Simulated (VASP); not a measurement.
# SnTe3 (Fm-3m) in VASP: single point with RPBE

Aim: the single point of SnTe3 with RPBE.

Program: VASP 6.6.1. These are calculated values, not measurements. Logs are shortened: lines on timing, memory, paths and dates and some standing lists are left out, and cuts for length are marked.

**1. The cell of the first run**

It takes space group Fm-3m (No. 225, cubic). Conventional cell: a = 7.722 Å, b = 7.722 Å, c = 7.722 Å, α = 90.00°, β = 90.00°, γ = 90.00°. Within 4.4 Å of Sn (site symmetry m-3m) lie 14 Te at 3.34 to 3.86 Å. Te (site symmetry -43m) has 4 Sn at 3.34 Å and 10 Te at 3.34 to 3.86 Å within 4.4 Å. Te (site symmetry m-3m) has 8 Te at 3.34 Å and 6 Sn at 3.86 Å within 4.4 Å.

**2. Single point, RPBE**

Input file INCAR:

```
PREC     = Accurate       # precision mode
ENCUT    = 500            # plane-wave cutoff, eV
EDIFF    = 1E-6           # SCF threshold, eV
ISMEAR   = -1             # smearing method
SIGMA    = 0.1            # smearing width, eV
LREAL    = F              # projectors in reciprocal space
LASPH    = T              # aspherical terms in the spheres
NELM     = 120            # most SCF steps
ALGO     = Normal         # electronic algorithm
ISIF     = 2              # what is computed and relaxed
LWAVE    = F              # write WAVECAR
LCHARG   = F              # write CHGCAR
GGA      = RP             # functional
NBANDS   = 24             # bands
GGA_COMPAT= F
```

Input file KPOINTS:

```
Automatic mesh
0
Gamma
  4 4 4
```

Input file POSCAR:

```
SnTe3
1.0
    0.0000000000      3.8612190000      3.8612190000
    3.8612190000      0.0000000000      3.8612190000
    3.8612190000      3.8612190000      0.0000000000
Sn Te
1 3
Direct
    0.0000000000      0.0000000000      0.0000000000
    0.2500000000      0.2500000000      0.2500000000
    0.7500000000      0.7500000000      0.7500000000
    0.5000000000      0.5000000000      0.5000000000
```

Potentials or basis: VASP PAW PBE potentials, release 64 (Sn_d, Te).

On the command line:

```
$ cat potpaw_PBE.64/Sn_d/POTCAR potpaw_PBE.64/Te/POTCAR > POTCAR
$ mpirun -np 1 vasp_std > vasp.out
```

OUTCAR:

```text
PREC = Accurate
   ENCUT = 500
   EDIFF = 1E-6
   ISMEAR = -1
   LREAL = F
   LASPH = T
   NELM = 120
   ISIF = 2
   GGA = RP

 ion  position               nearest neighbor table
   1  0.000  0.000  0.000-   3 3.34   3 3.34   3 3.34   2 3.34   3 3.34   2 3.34   2 3.34   2 3.34

   2  0.250  0.250  0.250-   1 3.34   1 3.34   1 3.34   1 3.34   4 3.34   4 3.34   4 3.34   4 3.34

   3  0.750  0.750  0.750-   4 3.34   4 3.34   4 3.34   1 3.34   4 3.34   1 3.34   1 3.34   1 3.34

   4  0.500  0.500  0.500-   2 3.34   2 3.34   2 3.34   2 3.34   3 3.34   3 3.34   3 3.34   3 3.34

  LATTYP: Found a face centered cubic cell.
 ALAT       =     7.7224380000

  Lattice vectors:

 A1 = (   0.0000000000,   3.8612190000,   3.8612190000)
 A2 = (   3.8612190000,   0.0000000000,   3.8612190000)
 A3 = (   3.8612190000,   3.8612190000,   0.0000000000)

Analysis of symmetry for initial positions (statically):
=====================================================================
 Subroutine PRICEL returns:
 Original cell was already a primitive cell.

 Routine SETGRP: Setting up the symmetry group for a
 face centered cubic supercell.

 Subroutine GETGRP returns: Found 48 space group operations
 (whereof 48 operations were pure point group operations)
 out of a pool of 48 trial point group operations.

The static configuration has the point symmetry O_h .

Analysis of symmetry for dynamics (positions and initial velocities):
=====================================================================
 Subroutine PRICEL returns:
 Original cell was already a primitive cell.

 Routine SETGRP: Setting up the symmetry group for a
 face centered cubic supercell.

 Subroutine GETGRP returns: Found 48 space group operations
 (whereof 48 operations were pure point group operations)
 out of a pool of 48 trial point group operations.

The dynamic configuration has the point symmetry O_h .

 Subroutine INISYM returns: Found 48 space group operations
 (whereof 48 operations are pure point group operations),
 and found     1 'primitive' translations

----------------------------------------------------------------------------------------

                                     Primitive cell

  volume of cell :     115.1339

  direct lattice vectors                    reciprocal lattice vectors
     0.000000000  3.861219000  3.861219000    -0.129492785  0.129492785  0.129492785
     3.861219000  0.000000000  3.861219000     0.129492785 -0.129492785  0.129492785
     3.861219000  3.861219000  0.000000000     0.129492785  0.129492785 -0.129492785

  length of vectors
     5.460588277  5.460588277  5.460588277     0.224288082  0.224288082  0.224288082

  position of ions in fractional coordinates (direct lattice)
     0.000000000  0.000000000  0.000000000
     0.250000000  0.250000000  0.250000000
     0.750000000  0.750000000  0.750000000
     0.500000000  0.500000000  0.500000000

  ion indices of the primitive-cell ions
   primitive index   ion index
                 1           1
                 2           2
                 3           3
                 4           4

----------------------------------------------------------------------------------------

 KPOINTS: Automatic mesh

Automatic generation of k-mesh.
 Grid dimensions read from file:
 generate k-points for:    4    4    4

 Generating k-lattice:

  Cartesian coordinates                     Fractional coordinates (reciprocal lattice)
    -0.032373196  0.032373196  0.032373196     0.250000000  0.000000000  0.000000000
     0.032373196 -0.032373196  0.032373196     0.000000000  0.250000000  0.000000000
     0.032373196  0.032373196 -0.032373196     0.000000000  0.000000000  0.250000000

  Length of vectors
     0.056072021  0.056072021  0.056072021

  Shift w.r.t. Gamma in fractional coordinates (k-lattice)
     0.000000000  0.000000000  0.000000000

 Subroutine IBZKPT returns following result:
 ===========================================

 Found      8 irreducible k-points:

 Following reciprocal coordinates:
            Coordinates               Weight
  0.000000  0.000000  0.000000      1.000000
  0.250000  0.000000  0.000000      8.000000
  0.500000  0.000000  0.000000      4.000000
  0.250000  0.250000  0.000000      6.000000
  0.500000  0.250000  0.000000     24.000000
 -0.250000  0.250000  0.000000     12.000000
  0.500000  0.500000  0.000000      3.000000
 -0.250000  0.500000  0.250000      6.000000
   k-points           NKPTS =      8   k-points in BZ     NKDIM =      8   number of bands    NBANDS=     24
   number of dos      NEDOS =    301   number of ions     NIONS =      4
   total plane-waves  NPLWV =  64000
   dimension x,y,z NGX =    40 NGY =   40 NGZ =   40
   dimension x,y,z NGXF=    80 NGYF=   80 NGZF=   80
   ions per type =               1   3
   NGX,Y,Z   is equivalent  to a cutoff of  12.18, 12.18, 12.18 a.u.
   NGXF,Y,Z  is equivalent  to a cutoff of  24.36, 24.36, 24.36 a.u.
 SYSTEM =  unknown system
   PREC   = accura    normal or accurate (medium, high low for compatibility)
   ISTART =      0    job   : 0-new  1-cont  2-samecut
   ICHARG =      2    charge: 1-file 2-atom 10-const
   ISPIN  =      1    spin polarized calculation?
   LNONCOLLINEAR =      F non collinear calculations
   LSORBIT =      F    spin-orbit coupling
   LASPH  =      T    aspherical Exc in radial PAW
   ENCUT  =  500.0 eV  36.75 Ry    6.06 a.u.   9.96  9.96  9.96*2*pi/ulx,y,z
   NELM   =    120;   NELMIN=  2; NELMDL= -5     # of ELM steps
   EDIFF  = 0.1E-05   stopping-criterion for ELM
   LREAL  =      F    real-space projection
   EDIFFG = 0.1E-04   stopping-criterion for IOM
   NSW    =      0    number of steps for IOM
   IBRION =     -1    ionic relax: 0-MD 1-quasi-New 2-CG
   NFREE  =      0    steps in history (QN), initial steepest desc. (CG)
   ISIF   =      2    stress and relaxation
   ISYM   =      2    0-nonsym 1-usesym 2-fastsym
   POTIM  = 0.5000    time-step for ionic-motion
   TEBEG  =    0.0;   TEEND  =   0.0 temperature during run
   PSTRESS=    0.0 pullay stress
   NELECT =      32.0000    total number of electrons
   NUPDOWN=      -1.0000    fix difference up-down
   EMIN   =  10.00;   EMAX   =-10.00  energy-range for DOS
   EFERMI =   0.00;   METHOD = LEGACY
   ISMEAR =    -1;   SIGMA  =   0.10  broadening in eV -4-tet -1-fermi 0-gaus
   EFERMI_NEDOS =   21; number of points for ismear=-14 and -15
   IALGO  =     38    algorithm
   IMIX   =      4    mixing-type and parameters
     AMIX     =   0.40;   BMIX     =  1.00
     AMIX_MAG =   1.60;   BMIX_MAG =  1.00
  volume/ion in A,a.u.               =      28.78       194.24
  Fermi-wavevector in a.u.,A,eV,Ry     =   1.068375  2.018936 15.530032  1.141425
  Thomas-Fermi vector in A             =   2.204021
   LORBIT       =      0    0 simple, 1 ext, 2 COOP (PROOUT), +10 PAW based schemes
   GGA     = RP    functional components
   LHFCALC =     F    Hartree Fock is set to
   AEXX    =    0.0000 exact exchange contribution
   IVDW    =     0    specifies the selected vdW correction
   LEPSILON=     F    determine dielectric tensor
   LRPA    =     F    only Hartree local field effects (RPA)
 non-spin polarized calculation
  energy-cutoff  :      500.00
  volume of cell :      115.13
 maximum number of plane-waves:      2954
   NGX = 19   NGY = 19   NGZ = 19

 number of electron      31.9999996 magnetization

 Free energy of the ion-electron system (eV)
  ---------------------------------------------------
  ext. energy  EPLUGINS =         0.00000000
  ---------------------------------------------------
  free energy    TOTEN  =       -11.14375726 eV

  energy without entropy =      -11.01389562  energy(sigma->0) =      -11.07882644

 E-fermi :   7.8282     XC(G=0):  -9.9700

 val. band max:        7.5569237754   @ k =  -0.2500   0.5000   0.2500
 cond. band min:       7.8572949720   @ k =   0.5000   0.5000   0.0000
 fundamental gap:      0.3003711966
 Fermi energy:         7.8282497293

 k-point     1 :       0.0000    0.0000    0.0000
  band No.  band energies     occupation
      1     -13.8903      2.00000
      2     -13.8903      2.00000
      3     -13.8903      2.00000
      4     -13.8877      2.00000
      5     -13.8877      2.00000
      6      -5.6311      2.00000
[... 16 lines left out ...]
     23      11.9300      0.00000
     24      17.9595      0.00000

 k-point     2 :       0.2500    0.0000    0.0000
  band No.  band energies     occupation
      1     -13.8908      2.00000
      2     -13.8900      2.00000
      3     -13.8900      2.00000
      4     -13.8877      2.00000
      5     -13.8877      2.00000
      6      -5.2468      2.00000
[... 16 lines left out ...]
     23      12.4201      0.00000
     24      16.6929      0.00000

 k-point     3 :       0.5000    0.0000    0.0000
  band No.  band energies     occupation
      1     -13.8913      2.00000
      2     -13.8897      2.00000
      3     -13.8897      2.00000
      4     -13.8876      2.00000
      5     -13.8876      2.00000
      6      -4.4749      2.00000
[... 16 lines left out ...]
     23      15.4917      0.00000
     24      15.4919      0.00000

 k-point     4 :       0.2500    0.2500    0.0000
  band No.  band energies     occupation
      1     -13.8914      2.00000
      2     -13.8895      2.00000
      3     -13.8895      2.00000
      4     -13.8880      2.00000
      5     -13.8874      2.00000
      6      -5.1166      2.00000
[... 16 lines left out ...]
     23      13.9785      0.00000
     24      15.9564      0.00000

 k-point     5 :       0.5000    0.2500    0.0000
  band No.  band energies     occupation
      1     -13.8915      2.00000
      2     -13.8897      2.00000
      3     -13.8892      2.00000
      4     -13.8881      2.00000
      5     -13.8875      2.00000
      6      -4.3387      2.00000
[... 16 lines left out ...]
     23      14.3932      0.00000
     24      15.2196      0.00000

 k-point     6 :      -0.2500    0.2500    0.0000
  band No.  band energies     occupation
      1     -13.8907      2.00000
      2     -13.8902      2.00000
      3     -13.8895      2.00000
      4     -13.8878      2.00000
      5     -13.8877      2.00000
      6      -4.6548      2.00000
[... 16 lines left out ...]
     23      14.9814      0.00000
     24      15.1623      0.00000

 k-point     7 :       0.5000    0.5000    0.0000
  band No.  band energies     occupation
      1     -13.8926      2.00000
      2     -13.8888      2.00000
      3     -13.8888      2.00000
      4     -13.8885      2.00000
      5     -13.8873      2.00000
      6      -3.7759      2.00000
[... 16 lines left out ...]
     23      13.3252      0.00000
     24      13.4208      0.00000

 k-point     8 :      -0.2500    0.5000    0.2500
  band No.  band energies     occupation
      1     -13.8907      2.00000
      2     -13.8907      2.00000
      3     -13.8888      2.00000
      4     -13.8882      2.00000
      5     -13.8875      2.00000
      6      -3.7144      2.00000
[... 16 lines left out ...]
     23      14.5575      0.00000
     24      14.8885      0.00000

------------------------ aborting loop because EDIFF is reached ----------------------------------------

  FORCE on cell =-STRESS in cart. coord.  units (eV):
  Direction    XX          YY          ZZ          XY          YZ          ZX
  --------------------------------------------------------------------------------------
  -------------------------------------------------------------------------------------
  Total        1.2668497      1.2668497      1.2668497     -0.0000000     -0.0000000      0.0000000
  in kB       17.6291907     17.6291907     17.6291907     -0.0000000     -0.0000000      0.0000000
  external PRESSURE =      17.6291907 kB  Pullay stress =       0.0000000 kB

 VOLUME and BASIS-vectors are now :
 -----------------------------------------------------------------------------
  energy-cutoff  :      500.00
  volume of cell :      115.13
      direct lattice vectors                 reciprocal lattice vectors
     0.000000000  3.861219000  3.861219000    -0.129492785  0.129492785  0.129492785
     3.861219000  0.000000000  3.861219000     0.129492785 -0.129492785  0.129492785
     3.861219000  3.861219000  0.000000000     0.129492785  0.129492785 -0.129492785

 POSITION                                       TOTAL-FORCE (eV/Angst)
 -----------------------------------------------------------------------------------
      0.00000      0.00000      0.00000        -0.000000      0.000000      0.000000
      1.93061      1.93061      1.93061         0.000000     -0.000000     -0.000000
      5.79183      5.79183      5.79183         0.000000     -0.000000     -0.000000
      3.86122      3.86122      3.86122        -0.000000      0.000000      0.000000
 -----------------------------------------------------------------------------------
    total drift:                               -0.000000      0.000000      0.000000

  FREE ENERGIE OF THE ION-ELECTRON SYSTEM (eV)
  ---------------------------------------------------
  free  energy   TOTEN  =       -11.1437572609 eV

  energy  without entropy=      -11.0138956200  energy(sigma->0) =      -11.07882644
```

Run time: 12 s. Hardware: 1 thread of Intel Xeon 6975P-C (Granite Rapids), shared host; peak memory 0.24 GiB.

What came out:

```yaml
Free_energy: -11.1438 eV
Pressure: 1.8 GPa
Band_gap_on_the_k_mesh: zero (band 16 reaches 8.20 eV, above the bottom of band 17 at 5.99 eV)
```

Levels at points of the mesh, in eV from the Fermi level:
```tsv
k point	band 13	band 14	band 15	band 16	band 17	band 18
(0.00, 0.00, 0.00)	-3.31	-3.31	-3.31	-1.84	-1.84	-1.84
(0.50, 0.00, 0.00)	-3.43	-2.02	-1.93	0.38	0.38	1.27
(0.50, 0.50, 0.00)	-0.93	-0.60	-0.60	0.03	0.17	0.17
```

Caveat: the PAW data sets were made with another functional, which shifts forces and pressure a little; spin-orbit coupling is left out, which moves the levels of the heavy elements.
